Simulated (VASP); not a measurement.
# ZnS (Fm-3m) in VASP: relaxation of cell and atoms with PBE

Aim: the relaxation of cell and atoms of ZnS with PBE.

Everything below comes from runs of VASP 6.6.1. Logs are shortened: lines on timing, memory, paths and dates and some standing lists are left out, and cuts for length are marked.

**1. The cell of the first run**

The structure is cubic, space group Fm-3m (No. 225). Conventional cell: a = 5.102 Å, b = 5.102 Å, c = 5.102 Å, α = 90.00°, β = 90.00°, γ = 90.00°. Within 3.4 Å of Zn (site symmetry m-3m) lie 6 S at 2.55 Å. Within 3.4 Å of S (site symmetry m-3m) lie 6 Zn at 2.55 Å.

**2. Relaxation of cell and atoms, PBE**

File INCAR:

```
  ALGO = Normal
  EDIFF = 1E-6
  EDIFFG = -0.01
  ENCUT = 600
  GGA = PE
  IBRION = 2
  ISIF = 3
  ISMEAR = 0
  LASPH = True
  LCHARG = False
  LREAL = False
  LWAVE = False
  NELM = 80
  NSW = 100
  PREC = Accurate
  SIGMA = 0.1
```

File KPOINTS:

```
k-points
0
Gamma
  18 18 18
```

File POSCAR:

```
ZnS
1.0
    0.0000000000      2.5511532154      2.5511532154
    2.5511532154      0.0000000000      2.5511532154
    2.5511532154      2.5511532154      0.0000000000
Zn S
1 1
Direct
    0.0000000000      0.0000000000      0.0000000000
    0.5000000000      0.5000000000      0.5000000000
```

Potentials or basis: VASP PAW PBE potentials, release 64 (Zn, S).

The run is started by

```console
$ cat potpaw_PBE.64/Zn/POTCAR potpaw_PBE.64/S/POTCAR > POTCAR
$ mpirun -np 1 vasp_std > vasp.out
```

OUTCAR:

```text
EDIFF = 1E-6
   EDIFFG = -0.01
   ENCUT = 600
   GGA = PE
   IBRION = 2
   ISIF = 3
   ISMEAR = 0
   LASPH = True
   LREAL = False
   NELM = 80
   NSW = 100
   PREC = Accurate

 ion  position               nearest neighbor table
   1  0.000  0.000  0.000-   2 2.55   2 2.55   2 2.55   2 2.55   2 2.55   2 2.55
   2  0.500  0.500  0.500-   1 2.55   1 2.55   1 2.55   1 2.55   1 2.55   1 2.55

  LATTYP: Found a face centered cubic cell.
 ALAT       =     5.1023064308

  Lattice vectors:

 A1 = (   0.0000000000,   2.5511532154,   2.5511532154)
 A2 = (   2.5511532154,   0.0000000000,   2.5511532154)
 A3 = (   2.5511532154,   2.5511532154,   0.0000000000)

Analysis of symmetry for initial positions (statically):
=====================================================================
 Subroutine PRICEL returns:
 Original cell was already a primitive cell.

 Routine SETGRP: Setting up the symmetry group for a
 face centered cubic supercell.

 Subroutine GETGRP returns: Found 48 space group operations
 (whereof 48 operations were pure point group operations)
 out of a pool of 48 trial point group operations.

The static configuration has the point symmetry O_h .

Analysis of symmetry for dynamics (positions and initial velocities):
=====================================================================
 Subroutine PRICEL returns:
 Original cell was already a primitive cell.

 Routine SETGRP: Setting up the symmetry group for a
 face centered cubic supercell.

 Subroutine GETGRP returns: Found 48 space group operations
 (whereof 48 operations were pure point group operations)
 out of a pool of 48 trial point group operations.

The dynamic configuration has the point symmetry O_h .

 Subroutine INISYM returns: Found 48 space group operations
 (whereof 48 operations are pure point group operations),
 and found     1 'primitive' translations

----------------------------------------------------------------------------------------

                                     Primitive cell

  volume of cell :      33.2078

  direct lattice vectors                    reciprocal lattice vectors
     0.000000000  2.551153215  2.551153215    -0.195989797  0.195989797  0.195989797
     2.551153215  0.000000000  2.551153215     0.195989797 -0.195989797  0.195989797
     2.551153215  2.551153215  0.000000000     0.195989797  0.195989797 -0.195989797

  length of vectors
     3.607875477  3.607875477  3.607875477     0.339464286  0.339464286  0.339464286

  position of ions in fractional coordinates (direct lattice)
     0.000000000  0.000000000  0.000000000
     0.500000000  0.500000000  0.500000000

  ion indices of the primitive-cell ions
[... 147 lines left out ...]
 -----------------------------------------------------------------------------------
      0.00000      0.00000      0.00000         0.000000      0.000000     -0.000000
      2.55115      2.55115      2.55115        -0.000000     -0.000000      0.000000
 -----------------------------------------------------------------------------------
    total drift:                               -0.000000      0.000000      0.000000

  FREE ENERGIE OF THE ION-ELECTRON SYSTEM (eV)
  ---------------------------------------------------
  free  energy   TOTEN  =        -6.2153582906 eV

  energy  without entropy=       -6.2140613487  energy(sigma->0) =       -6.21470982

--------------------------------------- Ionic step        2  -------------------------------------------

 number of electron      18.0000010 magnetization

 Free energy of the ion-electron system (eV)
  ---------------------------------------------------
  ext. energy  EPLUGINS =         0.00000000
  ---------------------------------------------------
  free energy    TOTEN  =        -6.21540829 eV

  energy without entropy =       -6.21411019  energy(sigma->0) =       -6.21475924

 E-fermi :   3.8206     XC(G=0): -10.7787

 val. band max:        3.7883691056   @ k =  -0.2222   0.1667   0.0000
 cond. band min:       3.9287735824   @ k =  -0.4444   0.5000   0.0556
 fundamental gap:      0.1404044768
 Fermi energy:         3.8206199224

 k-point     1 :       0.0000    0.0000    0.0000
  band No.  band energies     occupation
      1      -9.9650      2.00000
      2      -2.4747      2.00000
      3      -2.4747      2.00000
      4      -2.4604      2.00000
      5      -2.4604      2.00000
      6      -2.4604      2.00000
      7       3.2052      2.00000
      8       3.2052      2.00000
      9       3.2052      2.00000
     10       5.5576      0.00000
     11      12.8474      0.00000
     12      12.8474      0.00000
     13      12.8474      0.00000
[... 354 lines left out ...]
  band No.  band energies     occupation
      1      -9.3091      2.00000
      2      -2.6523      2.00000
      3      -2.6403      2.00000
      4      -2.5611      2.00000
      5      -2.3958      2.00000
      6      -2.3745      2.00000
      7       0.1681      2.00000
      8       3.0136      2.00000
      9       3.6040      1.99781
     10       7.9383      0.00000
     11      10.7244      0.00000
     12      10.8790      0.00000
     13      11.4934      0.00000

 [... further k-points ...]

------------------------ aborting loop because EDIFF is reached ----------------------------------------

  FORCE on cell =-STRESS in cart. coord.  units (eV):
  Direction    XX          YY          ZZ          XY          YZ          ZX
  --------------------------------------------------------------------------------------
  -------------------------------------------------------------------------------------
  Total        0.0070876      0.0070876      0.0070876     -0.0000000      0.0000000     -0.0000000
  in kB        0.3411399      0.3411399      0.3411399     -0.0000000      0.0000000     -0.0000000
  external PRESSURE =       0.3411399 kB  Pullay stress =       0.0000000 kB

 VOLUME and BASIS-vectors are now :
 -----------------------------------------------------------------------------
  energy-cutoff  :      600.00
  volume of cell :       33.29
      direct lattice vectors                 reciprocal lattice vectors
    -0.000000000  2.553184178  2.553184178    -0.195833894  0.195833894  0.195833894
     2.553184178 -0.000000000  2.553184178     0.195833894 -0.195833894  0.195833894
     2.553184178  2.553184178 -0.000000000     0.195833894  0.195833894 -0.195833894

 POSITION                                       TOTAL-FORCE (eV/Angst)
 -----------------------------------------------------------------------------------
      2.55318      2.55318      5.10637         0.000000      0.000000      0.000000
      2.55318      2.55318      2.55318        -0.000000      0.000000     -0.000000
 -----------------------------------------------------------------------------------
    total drift:                                0.000000      0.000000      0.000000

  FREE ENERGIE OF THE ION-ELECTRON SYSTEM (eV)
  ---------------------------------------------------
  free  energy   TOTEN  =        -6.2154082949 eV

  energy  without entropy=       -6.2141101915  energy(sigma->0) =       -6.21475924

 reached required accuracy - stopping structural energy minimisation
```

CONTCAR:

```text
ZnS
   1.00000000000000
    -0.0000000000000000    2.5531841782122897    2.5531841782122897
     2.5531841782122897   -0.0000000000000000    2.5531841782122897
     2.5531841782122897    2.5531841782122897   -0.0000000000000000
  Zn              S
     1     1
Direct
     1.0000000000000000    1.0000000000000000    0.0000000000000000
     0.5000000000000000    0.5000000000000000    0.5000000000000000

  0.00000000E+00  0.00000000E+00  0.00000000E+00
  0.00000000E+00  0.00000000E+00  0.00000000E+00
```

It took 1.9 min on 1 thread of Intel Xeon Platinum 8488C (Sapphire Rapids), shared host; peak memory 0.26 GiB.

What came out:

| Item | Value |
| --- | --- |
| Free energy | -6.2154 eV |
| Relaxed volume | 16.64 Å³/atom |
| Relaxed cell | a = 3.611 Å, b = 3.611 Å, c = 3.611 Å, α = 60.00°, β = 60.00°, γ = 60.00° |
| Space group after relaxing (to 0.1 Å) | Fm-3m (No. 225) |
| Energy gained by relaxing | 0.0 meV/atom |
| Ionic steps | 2 |
| Pressure after relaxing | 0.0 GPa |
| Band gap on the k mesh | zero (bands 9 and 10 overlap by 0.30 eV) |

Final structure:
```xyz
2
Lattice="0.0000 2.5532 2.5532 2.5532 0.0000 2.5532 2.5532 2.5532 0.0000" Properties=species:S:1:pos:R:3 pbc="T T T"
Zn    2.5532    2.5532    5.1064
S     2.5532    2.5532    2.5532
```

Caveat: semilocal functionals underestimate gaps, and a narrow one can read as zero.

The gap in the log of VASP goes by the Fermi energy; the results here count the filled bands.